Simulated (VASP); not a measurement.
## Au: single point with PBEsol

Au:

```
CELL_PARAMETERS angstrom
1.39399 -2.41471 0.00000
1.39399 2.41471 0.00000
0.00000 0.00000 4.62298
ATOMIC_POSITIONS crystal
Au 0.33339 0.66661 0.25000
Au 0.66661 0.33339 0.75000
```

```
Program             : VASP 6.6.1
Task                : single point
Functional          : PBEsol
Potentials or basis : VASP PAW PBE potentials, release 64 (Au)
Cutoff              : 520 eV
k mesh              : 11 × 11 × 6
Occupations         : fermi-dirac, width 0.05 eV
Spin                : no spin polarisation
```

The pressure is 19.7 GPa and the band gap on the k mesh is zero (band 11 reaches 14.84 eV, above the bottom of band 12 at 8.04 eV).

Levels at points of the mesh, in eV from the Fermi level:
```
           k point  band 8  band 9  band 10  band 11  band 12  band 13  band 14  band 15
(0.00, 0.00, 0.00)   -3.94   -3.94    -2.26    -2.26    -1.55     3.35    14.41    15.93
(0.00, 0.00, 0.50)   -5.11   -2.80    -2.80    -2.80    -2.80    11.53    11.53    14.81
```

Run time: 29 s on 1 thread of Intel(R) Xeon(R) 6975P-C (Granite Rapids) (shared host), peak memory 0.2 GiB.

Caveat: the PAW data sets were made with another functional, which shifts forces and pressure a little; spin-orbit coupling is left out, which moves the levels of the heavy elements.
